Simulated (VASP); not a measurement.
Runs of VASP 6.6.1 on Zn. The structure is that of space group Fm-3m (No. 225), or close to it. The cells are those of the table. 

| cell | gap on the mesh (eV) | pressure (GPa) |
| --- | --- | --- |
| a = 2.760 Å, angles 60.0°, 1 atom | none | -2.8 |
| a = 2.732 Å, angles 60.0°, 1 atom | none | -0.2 |
| a = 2.788 Å, angles 60.0°, 1 atom | none | -4.8 |
| a = 2.815 Å, angles 60.0°, 1 atom | none | (b) |
| a = 2.842 Å, angles 60.0°, 1 atom | none | (a) |

Alike in all rows: task single point; level r2SCAN; potentials or basis VASP PAW PBE potentials, release 64 (Zn); no spin polarisation; k mesh 13 × 13 × 13; cutoff (eV) 520; smearing methfessel-paxton 0.3 eV.

Task: Fill in the values left out.

Result: (a) -7.7; (b) -6.4.

Caveats: the PAW data sets were made with another functional, which shifts forces and pressure a little.

A gap of «none» marks levels without a gap at the run's occupations.
